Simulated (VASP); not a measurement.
Here is a VASP 6.6.1 calculation.

Contents of INCAR:

```
PREC = Accurate ; ENCUT = 520
EDIFF = 1E-7 ; ISMEAR = -1
SIGMA = 0.02 ; LREAL = F
LASPH = T ; NELM = 60
ALGO = Normal ; ISIF = 2
LWAVE = F ; LCHARG = F
GGA = PE ; NBANDS = 15
```

KPOINTS

```
regular mesh
0
Gamma
  6 6 6
```

The input POSCAR:

```
KBr
1.0
    0.0000000000      3.3022478341      3.3022478341
    3.3022478341      0.0000000000      3.3022478341
    3.3022478341      3.3022478341      0.0000000000
K Br
1 1
Direct
    0.0000000000      0.0000000000      0.0000000000
    0.5000000000      0.5000000000      0.5000000000
```

Potentials or basis: VASP PAW PBE potentials, release 64 (K_sv, Br).

Command:

```console
$ cat potpaw_PBE.64/K_sv/POTCAR potpaw_PBE.64/Br/POTCAR > POTCAR
$ mpirun -np 1 vasp_std > vasp.out
```

**Question.** Predict the pressure.

**Answer.** 0.7 GPa.

**Question.** Predict the band gap on the k mesh.

**Answer.** 4.43 eV.
